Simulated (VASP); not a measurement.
Wanted: the native input for a VASP 6.6.1 run.

```yaml
Task: single point
Functional: LDA
Potentials_or_basis: VASP PAW LDA potentials, release 64 (Al, N)
Cutoff: 520 eV
k_mesh: 10 × 10 × 10
Occupations: fermi-dirac, width 0.02 eV
Spin: no spin polarisation
Dipole_correction: no
Further_INCAR_settings: ALGO = Normal; EDIFF = 1e-06; NBANDS = 11
```

The structure of AlN lies in POSCAR:

```
AlN
1.0
    0.0000000000      1.9613773654      1.9613773654
    1.9613773654      0.0000000000      1.9613773654
    1.9613773654      1.9613773654      0.0000000000
Al N
1 1
Direct
    0.0000000000      0.0000000000      0.0000000000
    0.5000000000      0.5000000000      0.5000000000
```

This cell differs from its parent crystal: volume scaled by 0.975.

The input as run:

INCAR

```
SYSTEM = AlN
  PREC = Accurate
  ENCUT = 520
  EDIFF = 1E-6
  ISMEAR = -1
  SIGMA = 0.02
  LREAL = .False.
  LASPH = .True.
  NELM = 100
  ALGO = Normal
  ISIF = 2
  LWAVE = .False.
  LCHARG = .False.
  NBANDS = 11
```

KPOINTS

```
regular mesh
0
Gamma
  10 10 10
  0 0 0
```

Potentials or basis: VASP PAW LDA potentials, release 64 (Al, N).

Launch:

```sh
$ cat potpaw_LDA.64/Al/POTCAR potpaw_LDA.64/N/POTCAR > POTCAR
$ mpirun -np 1 vasp_std > vasp.out
```

Results of the run:

The pressure is 22.0 GPa. The band gap on the k mesh is 5.01 eV, indirect (least direct gap 7.15 eV).

It took 14 s on 1 thread of Intel Xeon 8259CL (shared host), peak memory 0.13 GiB.
